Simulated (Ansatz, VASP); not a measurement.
# Si4O7: VASP beside Ansatz

INCAR

```
SYSTEM = Si4O7
PREC = Accurate
ENCUT = 520
EDIFF = 1E-6
ISMEAR = 0
SIGMA = 0.05
LREAL = .FALSE.
LASPH = .TRUE.
NELM = 60
ALGO = Normal
ISIF = 2
LWAVE = .FALSE.
LCHARG = .FALSE.
GGA = PE
NBANDS = 40
```

Contents of KPOINTS:

```
regular mesh
0
G
  4 4 4
  0 0 0
```

Contents of POSCAR:

```
Si4O7
1.0
    5.0799801732      0.0000000000      0.0000000000
    0.0000000000      5.0799801732      0.0000000000
    0.0000000000      0.0000000000      7.0914769300
Si O
4 7
Direct
    0.2944292339      0.2944292339      0.0000000000
    0.2055707661      0.7944292339      0.2500000000
    0.7055707661      0.7055707661      0.5000000000
    0.7944292339      0.2055707661      0.7500000000
    0.4053663613      0.7409644515      0.4248320116
    0.7590355485      0.9053663613      0.6748320116
    0.5946336387      0.2590355485      0.9248320116
    0.7409644515      0.4053663613      0.5751679884
    1.3800577504      1.0014515366      0.1125231739
    0.2590355485      0.5946336387      0.0751679884
    0.0946336387      0.2409644515      0.8251679884
```

Input for Ansatz:

```yaml
crystal:
  lattice:
    - [5.0799801732, 0.0, 0.0]
    - [0.0, 5.0799801732, 0.0]
    - [0.0, 0.0, 7.09147693]
  atoms:
    - { symbol: Si, position: [0.2944292339, 0.2944292339, 0.0] }
    - { symbol: Si, position: [0.2055707661, 0.7944292339, 0.25] }
    - { symbol: Si, position: [0.7055707661, 0.7055707661, 0.5] }
    - { symbol: Si, position: [0.7944292339, 0.2055707661, 0.75] }
    - { symbol: O, position: [0.4053663613, 0.7409644515, 0.4248320116] }
    - { symbol: O, position: [0.7590355485, 0.9053663613, 0.6748320116] }
    - { symbol: O, position: [0.5946336387, 0.2590355485, 0.9248320116] }
    - { symbol: O, position: [0.7409644515, 0.4053663613, 0.5751679884] }
    - { symbol: O, position: [1.3800577504, 1.0014515366, 0.1125231739] }
    - { symbol: O, position: [0.2590355485, 0.5946336387, 0.0751679884] }
    - { symbol: O, position: [0.0946336387, 0.2409644515, 0.8251679884] }
basis:
  ecutwfc: 420
kpoints:
  mp_grid: { grid: [4, 4, 4] }
hamiltonian:
  xc: pbe
  pseudopotentials: { kind: paw, azcp: { folder: soft_1 } }
scf:
  occupations: { method: gaussian, width: 0.05 }
output:
  forces: true
  stress: true
  eigenvalues: true
  write_density: true
  write_potential: true
  elf: true
  volumetric_format: npy
```

Change from the starting cell: O vacancy; atom 9 moved 1.125 of the way to it and -0.900 Å across, host rigid.

Alike in both runs: task single point; functional PBE; k mesh 4 × 4 × 4; occupations gaussian, width 0.05 eV; no spin polarisation.

|  | VASP | Ansatz |
| --- | --- | --- |
| version | VASP 6.6.1 | Ansatz 0.2.0 |
| potentials or method | VASP PAW PBE potentials, release 64 (Si, O), cutoff 520 eV | scalar-relativistic, plane waves, PAW |
| valence electrons in the cell | 58 | 58 |

```csv
,VASP,Ansatz,Ansatz less VASP
gap on the k mesh at the Fermi level (eV),2.28,2.29,+0.013
least direct gap on the mesh (eV),2.38,2.39,+0.015
pressure (GPa),0.8,0.7,-0.09
"traceless stress, the component that is largest in VASP (GPa)",-3.35,-3.32,+0.031
rms of the force components (eV/Å),1.433,1.431,-0.0018
```

Atom by atom the forces differ by 0.017 eV/Å (rms over components).
